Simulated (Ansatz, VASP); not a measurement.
**C in VASP and in Ansatz**

```
C
1.0
     0.00000    1.75927    1.75927
     1.75927    0.00000    1.75927
     1.75927    1.75927    0.00000
C
2
Direct
  0.75000 0.75000 0.75000
  0.50000 0.50000 0.50000
```

Alike in both runs: task single point; functional BHLYP; k mesh 7 × 7 × 7; occupations fermi-dirac, width 0.05 eV; no spin polarisation.

|  | VASP | Ansatz |
| --- | --- | --- |
| version | VASP 6.6.1 | Ansatz 0.2.0 |
| potentials or method | VASP PAW PBE potentials, release 64 (C) | Ansatz PAW |
| plane-wave cutoff (eV) | 520 | 420 |
| valence electrons in the cell | 8 | 8 |

Ansatz gave:

- gap on the k mesh at the Fermi level (eV): 8.66
- least direct gap on the mesh (eV): 10.26
- pressure (GPa): 10.0

Problem. Estimate VASP's values.

Solution. gap on the k mesh at the Fermi level (eV): 8.70; least direct gap on the mesh (eV): 10.31; pressure (GPa): 11.1.

VASP's potentials were made for PBE, not for BHLYP. With one functional, cell and mesh, what is left measures potentials, basis and numerics.

The k mesh is coarse, so the values compare programs but aren't converged. Noted on Ansatz's run: odd divisions of the mesh miss points on the zone boundary, where band edges often lie, so the gap on the mesh can be too wide.
